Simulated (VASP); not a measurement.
# Si3N in VASP: notebook

The runs below take Si3N through single point, with PBEsol.

Program: VASP 6.6.1. These are calculated values, not measurements. Logs are shortened: lines on timing, memory, paths and dates and some standing lists are left out, and cuts for length are marked.

### 1 The cell of the first run

The cell holds a slab with vacuum, 8 atoms: a = 3.842 Å, b = 3.842 Å, c = 26.891 Å, α = 90.00°, β = 90.00°, γ = 90.00°.

### 2 Single point, PBEsol

The input, INCAR:

```
SYSTEM = Si3N
PREC     = Accurate       ! precision mode
ENCUT    = 1000           ! plane-wave cutoff, eV
EDIFF    = 1E-6           ! SCF threshold, eV
ISMEAR   = 0              ! smearing method
SIGMA    = 0.05           ! smearing width, eV
LREAL    = .False.        ! projectors in reciprocal space
LASPH    = .True.         ! aspherical terms in the spheres
NELM     = 120            ! most SCF steps
ALGO     = Normal         ! electronic algorithm
ISIF     = 2              ! what is computed and relaxed
LWAVE    = .False.        ! write WAVECAR
LCHARG   = .False.        ! write CHGCAR
LDIPOL   = .True.       
IDIPOL   = 3            
DIPOL    = 0.5 0.5 0.493
GGA      = PS             ! functional
NBANDS   = 27             ! bands
GGA_COMPAT= .False.      
NELMDL   = -8
```

The input, KPOINTS:

```
Automatic mesh
0
Gamma
  8 8 1
  0 0 0
```

The input, POSCAR:

```
Si3N
1.0
    3.8417168278      0.0000000000      0.0000000000
    0.0000000000      3.8417168278      0.0000000000
    0.0000000000      0.0000000000     26.8912600509
Si N
6 2
Direct
    0.0000000000      0.5000000000      0.3160878287
    0.0000000000      0.0000000000      0.3665968791
    0.5000000000      0.0000000000      0.4171059295
    0.5000000000      0.5000000000      0.4672582128
    0.0000000000      0.5000000000      0.5187932353
    0.0000000000      0.0000000000      0.5689458172
    0.5000000000      0.0000000000      0.6218012196
    0.5000000000      0.0000000000      0.6637729946
```

Potentials or basis: VASP PAW PBE potentials, release 64 (Si, N_h).

On the command line:

```
$ cat potpaw_PBE.64/Si/POTCAR potpaw_PBE.64/N_h/POTCAR > POTCAR
$ mpirun -np 1 vasp_std > vasp.out
```

OUTCAR:

```text
SYSTEM = Si3N
   PREC = Accurate
   ENCUT = 1000
   EDIFF = 1E-6
   ISMEAR = 0
   LREAL = .False.
   LASPH = .True.
   NELM = 120
   ISIF = 2
   GGA = PS
   NELMDL = -8

 ion  position               nearest neighbor table
   1  0.000  0.500  0.316-   2 2.35   2 2.35
   2  0.000  0.000  0.367-   1 2.35   3 2.35   1 2.35   3 2.35
   3  0.500  0.000  0.417-   4 2.35   4 2.35   2 2.35   2 2.35
   4  0.500  0.500  0.467-   3 2.35   3 2.35   5 2.37   5 2.37
   5  0.000  0.500  0.519-   6 2.35   6 2.35   4 2.37   4 2.37
   6  0.000  0.000  0.569-   5 2.35   5 2.35
   7  0.500  0.000  0.622-   8 1.13
   8  0.500  0.000  0.664-   7 1.13

  LATTYP: Found a simple tetragonal cell.
 ALAT       =     3.8417168278
 C/A-ratio  =     6.9998027591

  Lattice vectors:

 A1 = (   3.8417168278,   0.0000000000,   0.0000000000)
 A2 = (   0.0000000000,   3.8417168278,   0.0000000000)
 A3 = (   0.0000000000,   0.0000000000,  26.8912600509)

Analysis of symmetry for initial positions (statically):
=====================================================================
 Subroutine PRICEL returns:
 Original cell was already a primitive cell.

 Routine SETGRP: Setting up the symmetry group for a
 simple tetragonal supercell.

 Subroutine GETGRP returns: Found  4 space group operations
 (whereof  4 operations were pure point group operations)
 out of a pool of 16 trial point group operations.

The static configuration has the point symmetry C_2v.

Analysis of symmetry for dynamics (positions and initial velocities):
=====================================================================
 Subroutine PRICEL returns:
 Original cell was already a primitive cell.

 Routine SETGRP: Setting up the symmetry group for a
 simple tetragonal supercell.

 Subroutine GETGRP returns: Found  4 space group operations
 (whereof  4 operations were pure point group operations)
 out of a pool of 16 trial point group operations.

The dynamic configuration has the point symmetry C_2v.

 Subroutine INISYM returns: Found  4 space group operations
 (whereof  4 operations are pure point group operations),
 and found     1 'primitive' translations

----------------------------------------------------------------------------------------

                                     Primitive cell

  volume of cell :     396.8824

  direct lattice vectors                    reciprocal lattice vectors
     3.841716828  0.000000000  0.000000000     0.260300289  0.000000000  0.000000000
     0.000000000  3.841716828  0.000000000     0.000000000  0.260300289  0.000000000
     0.000000000  0.000000000 26.891260051     0.000000000  0.000000000  0.037186803

  length of vectors
     3.841716828  3.841716828 26.891260051     0.260300289  0.260300289  0.037186803

  position of ions in fractional coordinates (direct lattice)
     0.000000000  0.500000000  0.316087829
     0.000000000  0.000000000  0.366596879
     0.500000000  0.000000000  0.417105930
     0.500000000  0.500000000  0.467258213
     0.000000000  0.500000000  0.518793235
     0.000000000  0.000000000  0.568945817
     0.500000000  0.000000000  0.621801220
     0.500000000  0.000000000  0.663772995

  ion indices of the primitive-cell ions
   primitive index   ion index
                 1           1
                 2           2
                 3           3
                 4           4
                 5           5
                 6           6
                 7           7
                 8           8

----------------------------------------------------------------------------------------

 KPOINTS: Automatic mesh

Automatic generation of k-mesh.
 Grid dimensions read from file:
 generate k-points for:    8    8    1

 Generating k-lattice:

  Cartesian coordinates                     Fractional coordinates (reciprocal lattice)
     0.032537536  0.000000000  0.000000000     0.125000000  0.000000000  0.000000000
     0.000000000  0.032537536  0.000000000     0.000000000  0.125000000  0.000000000
     0.000000000  0.000000000  0.037186803     0.000000000  0.000000000  1.000000000

  Length of vectors
     0.032537536  0.032537536  0.037186803

  Shift w.r.t. Gamma in fractional coordinates (k-lattice)
     0.000000000  0.000000000  0.000000000

 Subroutine IBZKPT returns following result:
 ===========================================

 Found     25 irreducible k-points:

 Following reciprocal coordinates:
            Coordinates               Weight
  0.000000  0.000000  0.000000      1.000000
  0.125000  0.000000  0.000000      2.000000
  0.000000  0.125000  0.000000      2.000000
  0.250000  0.000000  0.000000      2.000000
  0.000000  0.250000  0.000000      2.000000
  0.375000  0.000000  0.000000      2.000000
[... 16 lines left out ...]
  0.500000  0.375000  0.000000      2.000000
 -0.375000  0.500000  0.000000      2.000000
   k-points           NKPTS =     25   k-points in BZ     NKDIM =     25   number of bands    NBANDS=     27
   number of dos      NEDOS =    301   number of ions     NIONS =      8
   total plane-waves  NPLWV = 448000
   dimension x,y,z NGX =    40 NGY =   40 NGZ =  280
   dimension x,y,z NGXF=    80 NGYF=   80 NGZF=  560
   ions per type =               6   2
   NGX,Y,Z   is equivalent  to a cutoff of  17.31, 17.31, 17.31 a.u.
   NGXF,Y,Z  is equivalent  to a cutoff of  34.62, 34.62, 34.62 a.u.
 SYSTEM =  Si3N
   PREC   = accura    normal or accurate (medium, high low for compatibility)
   ISTART =      0    job   : 0-new  1-cont  2-samecut
   ICHARG =      2    charge: 1-file 2-atom 10-const
   ISPIN  =      1    spin polarized calculation?
   LNONCOLLINEAR =      F non collinear calculations
   LSORBIT =      F    spin-orbit coupling
   LASPH  =      T    aspherical Exc in radial PAW
   ENCUT  = 1000.0 eV  73.50 Ry    8.57 a.u.   9.91  9.91 69.34*2*pi/ulx,y,z
   NELM   =    120;   NELMIN=  2; NELMDL= -8     # of ELM steps
   EDIFF  = 0.1E-05   stopping-criterion for ELM
   LREAL  =      F    real-space projection
[... 7 lines left out ...]
   TEBEG  =    0.0;   TEEND  =   0.0 temperature during run
   PSTRESS=    0.0 pullay stress
   NELECT =      34.0000    total number of electrons
   NUPDOWN=      -1.0000    fix difference up-down
   EMIN   =  10.00;   EMAX   =-10.00  energy-range for DOS
   EFERMI =   0.00;   METHOD = LEGACY
   ISMEAR =     0;   SIGMA  =   0.05  broadening in eV -4-tet -1-fermi 0-gaus
   EFERMI_NEDOS =   21; number of points for ismear=-14 and -15
   IALGO  =     38    algorithm
   IMIX   =      4    mixing-type and parameters
     AMIX     =   0.40;   BMIX     =  1.00
     AMIX_MAG =   1.60;   BMIX_MAG =  1.00
  volume/ion in A,a.u.               =      49.61       334.79
  Fermi-wavevector in a.u.,A,eV,Ry     =   0.721684  1.363785  7.086296  0.520828
  Thomas-Fermi vector in A             =   1.811455
   LORBIT       =      0    0 simple, 1 ext, 2 COOP (PROOUT), +10 PAW based schemes
   GGA     = PS    functional components
   LHFCALC =     F    Hartree Fock is set to
   AEXX    =    0.0000 exact exchange contribution
   IVDW    =     0    specifies the selected vdW correction
   LEPSILON=     F    determine dielectric tensor
   LRPA    =     F    only Hartree local field effects (RPA)
 non-spin polarized calculation
 Gauss-broadening in eV      SIGMA  =   0.05
  energy-cutoff  :     1000.00
  volume of cell :      396.88
 maximum number of plane-waves:     28562
   NGX = 19   NGY = 19   NGZ =139

 dipolmoment           0.000000      0.000000      0.057626 electrons x Angstroem

 number of electron      34.0000000 magnetization

 dipolmoment           0.000000      0.000000     -0.028260 electrons x Angstroem

 Free energy of the ion-electron system (eV)
  ---------------------------------------------------
  ext. energy  EPLUGINS =         0.00000000
  ---------------------------------------------------
  free energy    TOTEN  =       -47.33371065 eV

  energy without entropy =      -47.33134946  energy(sigma->0) =      -47.33253005

 E-fermi :  -1.3992     XC(G=0):  -4.1163

 val. band max:       -1.4599481269   @ k =   0.5000   0.5000   0.0000
 cond. band min:      -1.3733665445   @ k =   0.3750   0.2500   0.0000
 fundamental gap:      0.0865815824
 Fermi energy:        -1.3992427703

 k-point     1 :       0.0000    0.0000    0.0000
  band No.  band energies     occupation
      1     -24.7283      2.00000
      2     -13.1994      2.00000
      3     -12.3721      2.00000
      4     -11.3112      2.00000
      5      -9.7389      2.00000
      6      -8.5877      2.00000
[... 19 lines left out ...]
     26       2.0003      0.00000
     27       2.2607      0.00000

 k-point     2 :       0.1250    0.0000    0.0000
  band No.  band energies     occupation
      1     -24.7241      2.00000
      2     -13.0752      2.00000
      3     -12.2715      2.00000
      4     -11.2358      2.00000
      5      -9.7917      2.00000
      6      -8.7230      2.00000
[... 19 lines left out ...]
     26       2.2746      0.00000
     27       2.3911      0.00000

 k-point     3 :       0.0000    0.1250    0.0000
  band No.  band energies     occupation
      1     -24.7252      2.00000
      2     -13.0775      2.00000
      3     -12.2845      2.00000
      4     -11.2454      2.00000
      5      -9.6220      2.00000
      6      -8.5807      2.00000
[... 594 lines left out ...]
      1     -24.6826      2.00000
      2     -11.4904      2.00000
      3     -10.4031      2.00000
      4     -10.0344      2.00000
      5      -9.4118      2.00000
      6      -9.2155      2.00000
[... 19 lines left out ...]
     26       2.9363      0.00000
     27       3.1490      0.00000

 k-point    24 :      -0.3750    0.5000    0.0000
  band No.  band energies     occupation
      1     -24.6838      2.00000
      2     -11.5993      2.00000
      3     -10.1775      2.00000
      4      -9.8656      2.00000
      5      -9.7539      2.00000
      6      -8.7044      2.00000
[... 19 lines left out ...]
     26       3.2692      0.00000
     27       3.7267      0.00000

 [... further k-points ...]

------------------------ aborting loop because EDIFF is reached ----------------------------------------

 vacuum level on the upper side and lower side of the slab       (xc-potential included)        -0.299         0.026

  FORCE on cell =-STRESS in cart. coord.  units (eV):
  Direction    XX          YY          ZZ          XY          YZ          ZX
  --------------------------------------------------------------------------------------
  -------------------------------------------------------------------------------------
  Total       -2.9853611     -0.3296488      0.1638114      0.0000000      0.0000000      0.0000000
  in kB      -12.0516245     -1.3307613      0.6612914      0.0000000      0.0000000      0.0000000
  external PRESSURE =      -4.2403648 kB  Pullay stress =       0.0000000 kB

 VOLUME and BASIS-vectors are now :
 -----------------------------------------------------------------------------
  energy-cutoff  :     1000.00
  volume of cell :      396.88
      direct lattice vectors                 reciprocal lattice vectors
     3.841716828  0.000000000  0.000000000     0.260300289  0.000000000  0.000000000
     0.000000000  3.841716828  0.000000000     0.000000000  0.260300289  0.000000000
     0.000000000  0.000000000 26.891260051     0.000000000  0.000000000  0.037186803

 POSITION                                       TOTAL-FORCE (eV/Angst)
 -----------------------------------------------------------------------------------
      0.00000      1.92086      8.50000         0.000000      0.000000      0.005965
      0.00000      0.00000      9.85825         0.000000      0.000000      0.031779
      1.92086      0.00000     11.21650         0.000000      0.000000     -0.047820
      1.92086      1.92086     12.56516         0.000000      0.000000      0.002028
      0.00000      1.92086     13.95100         0.000000      0.000000     -0.000168
      0.00000      0.00000     15.29967         0.000000      0.000000      0.000600
      1.92086      0.00000     16.72102         0.000000      0.000000     -0.161923
      1.92086      0.00000     17.84969         0.000000      0.000000      0.169539
 -----------------------------------------------------------------------------------
    total drift:                                0.000000      0.000000      0.000120

  FREE ENERGIE OF THE ION-ELECTRON SYSTEM (eV)
  ---------------------------------------------------
  free  energy   TOTEN  =       -47.3337106463 eV

  energy  without entropy=      -47.3313494627  energy(sigma->0) =      -47.33253005

 vacuum level on the upper side and lower side of the slab         3.683         4.019
```

Wall time 23 min (1 thread of Intel Xeon Platinum 8488C (Sapphire Rapids), shared host); peak memory 1.1 GiB.

What came out:

```yaml
Free_energy: -47.3337 eV
Largest_force: 0.170 eV/Å
Band_gap_on_the_k_mesh: zero (bands 17 and 18 overlap by 1.08 eV)
```

Forces in eV/Å, atoms in the order of the input:
```
Si   0.000  0.000  0.006
Si   0.000  0.000  0.032
Si   0.000  0.000 -0.048
Si   0.000  0.000  0.002
Si   0.000  0.000  0.000
Si   0.000  0.000  0.001
N    0.000  0.000 -0.162
N    0.000  0.000  0.170
```

Levels at points of the mesh, in eV from the Fermi level:
```tsv
k point	band 14	band 15	band 16	band 17	band 18	band 19	band 20	band 21
(0.00, 0.00, 0.00)	-1.39	-0.52	-0.47	0.44	0.46	0.89	1.05	1.93
(0.50, 0.00, 0.00)	-1.33	-1.05	-0.76	-0.64	0.22	0.96	2.04	2.13
(0.00, 0.50, 0.00)	-1.43	-1.11	-0.69	-0.14	0.44	1.37	2.30	2.43
(0.50, 0.50, 0.00)	-3.38	-3.04	-1.34	-0.63	-0.62	-0.06	1.13	1.92
```

Caveat: the PAW data sets were made with another functional, which shifts forces and pressure a little.

### 3 Single point, PBEsol

The input, INCAR:

```
PREC = Accurate
ENCUT = 1000
EDIFF = 1E-6
ISMEAR = 0
SIGMA = 0.05
LREAL = F
LASPH = T
NELM = 120
ALGO = Normal
ISIF = 2
LWAVE = F
LCHARG = F
LDIPOL = T
IDIPOL = 3
DIPOL = 0.5 0.5 0.494
GGA = PS
NBANDS = 27
GGA_COMPAT = F
NELMDL = -8
```

The input, KPOINTS:

```
regular mesh
0
Gamma
  8 8 1
```

The input, POSCAR:

```
Si3N
1.0
    3.8417168278      0.0000000000      0.0000000000
    0.0000000000      3.8417168278      0.0000000000
    0.0000000000      0.0000000000     26.8912600509
Si N
6 2
Direct
    0.0000000000      0.5000000000      0.3160878287
    0.0000000000      0.0000000000      0.3665968791
    0.5000000000      0.0000000000      0.4171059295
    0.5000000000      0.5000000000      0.4672971208
    0.0000000000      0.5000000000      0.5184941546
    0.0000000000      0.0000000000      0.5641211538
    0.0000000000      0.0000000000      0.6287121969
    0.0000000000      0.0000000000      0.6711383125
```

Potentials or basis: VASP PAW PBE potentials, release 64 (Si, N_h).

On the command line:

```
$ cat potpaw_PBE.64/Si/POTCAR potpaw_PBE.64/N_h/POTCAR > POTCAR
$ mpirun -np 1 vasp_std > vasp.out
```

Wall time 40 min (1 thread of Intel Xeon 6975P-C (Granite Rapids), shared host); peak memory 1.2 GiB.

It converged, with:

```yaml
Free_energy: -47.4582 eV
Largest_force: 0.138 eV/Å
Band_gap_on_the_k_mesh: zero (bands 17 and 18 overlap by 0.82 eV)
```

Forces on the atoms (eV/Å):
```
Si   0.000  0.000 -0.092
Si   0.000  0.000  0.093
Si   0.000  0.000 -0.013
Si   0.000  0.000  0.000
Si   0.000  0.000 -0.003
Si   0.000  0.000  0.003
N    0.000  0.000 -0.126
N    0.000  0.000  0.138
```

Levels at points of the mesh, in eV from the Fermi level:
```
           k point  band 13  band 14  band 15  band 16  band 17  band 18  band 19  band 20  band 21  band 22
(0.00, 0.00, 0.00)    -1.99    -1.54    -0.67    -0.22     0.18     0.25     0.73     0.80     1.60     1.83
(0.50, 0.00, 0.00)    -2.39    -1.60    -1.47    -0.77    -0.14    -0.11     0.81     1.40     1.47     2.29
(0.00, 0.50, 0.00)    -2.46    -1.71    -1.18    -0.78     0.15     0.37     1.08     1.94     2.53     2.55
(0.50, 0.50, 0.00)    -3.73    -3.57    -3.04    -1.75    -0.68    -0.61     0.30     0.80     0.90     1.88
```

Caveat: the PAW data sets were made with another functional, which shifts forces and pressure a little.

The gap in the log of VASP goes by the Fermi energy; the results here count the filled bands.